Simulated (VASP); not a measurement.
Write the native input for VASP 6.6.1 that does the following.

```yaml
Task: single point
Functional: LDA
Potentials_or_basis: VASP PAW LDA potentials, release 64 (Ti_sv)
Cutoff: 520 eV
k_mesh: 22 × 22 × 22
Occupations: gaussian, width 0.15 eV
Spin: collinear spin
Starting_moments: "[0.875] μB"
Fixed_moment: 0.875 μB
Dipole_correction: no
Further_INCAR_settings: ALGO = Normal; EDIFF = 1e-06; NBANDS = 16
```

The structure of Ti lies in POSCAR:

```
Ti
1.0
    0.0000000000      1.8724558086      1.8724558086
    1.8724558086      0.0000000000      1.8724558086
    1.8724558086      1.8724558086      0.0000000000
Ti
1
Direct
    0.0000000000      0.0000000000      0.0000000000
```

This isn't the form of Ti at room conditions, which is hcp.

One way to write it, as run:

INCAR

```
PREC     = Accurate       # precision mode
ENCUT    = 520            # plane-wave cutoff, eV
EDIFF    = 1E-6           # SCF threshold, eV
ISMEAR   = 0              # smearing method
SIGMA    = 0.15           # smearing width, eV
LREAL    = False          # projectors in reciprocal space
LASPH    = True           # aspherical terms in the spheres
NELM     = 150            # most SCF steps
ALGO     = Normal         # electronic algorithm
ISIF     = 2              # what is computed and relaxed
LWAVE    = False          # write WAVECAR
LCHARG   = True           # write CHGCAR
ISPIN    = 2              # spin polarisation
MAGMOM   = 0.875          # initial moments
LORBIT   = 11             # projections on sites
NUPDOWN  = 0.875          # fixed moment
LMAXMIX  = 4              # l up to which the mixer works
LELF     = True           # ELF
LVHAR    = True         
NBANDS   = 16             # bands
```

KPOINTS

```
regular mesh
0
Gamma
  22 22 22
```

Potentials or basis: VASP PAW LDA potentials, release 64 (Ti_sv).

Launch:

```bash
$ cat potpaw_LDA.64/Ti_sv/POTCAR > POTCAR
$ mpirun -np 1 vasp_std > vasp.out
```

Results of the run:

```yaml
Pressure: 38.4 GPa
Net_moment: 0.88 μB per cell
Site_moments: Ti +0.68 μB
Valence_electrons_inside_the_program's_atomic_spheres: Ti 10.70
```

Caveat: the cell stands under pressure; the total moment is fixed, so each spin has its own Fermi level.

Wall time 3.7 min on 1 thread of Intel(R) Xeon(R) Platinum 8259CL CPU @ 2.50GHz (Skylake/Cascade Lake) (shared host), peak memory 0.2 GiB.
